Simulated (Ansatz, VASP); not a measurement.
TiAgHg2: VASP beside Ansatz

```
CELL_PARAMETERS angstrom
4.06700 0.00000 0.00000
0.00000 4.06700 0.00000
0.00000 0.00000 4.06000
ATOMIC_POSITIONS crystal
Ti 0.50000 0.50000 0.00000
Ag 0.00000 0.00000 0.00000
Hg 0.00000 0.50000 0.50000
Hg 0.50000 0.00000 0.50000
```

Change from the starting cell: equal xx and yy strain of -2 %, crystal datasets.

Alike in both runs: task electric field gradients; functional PBEsol; k mesh 8 × 8 × 8; occupations fermi-dirac, width 0.03 eV; no spin polarisation.

```csv
,VASP,Ansatz
version,VASP 6.6.1,Ansatz 0.2.0
potentials or method,"VASP PAW PBE potentials, release 64 (Ti_sv, Ag, Hg), cutoff 520 eV","all-electron PAW with datasets made for the crystal, scalar-relativistic"
```

Ansatz gave:

| Quantity | Value |
| --- | --- |
| pressure (GPa) | 14.1 |
| traceless stress, the component that is largest in VASP (GPa) | -2.05 |
| size of Vzz on the site where it differs most (V/Å²) | 150.4 |

What did VASP give for the same quantities?

Pressure (GPa): 14.9; traceless stress, the component that is largest in VASP (GPa): -2.18; size of Vzz on the site where it differs most (V/Å²): 171.0.

VASP's potentials were made for PBE, not for PBEsol. Ansatz ran all-electron here, and VASP with PAW potentials.

Neither program's run includes spin-orbit coupling.
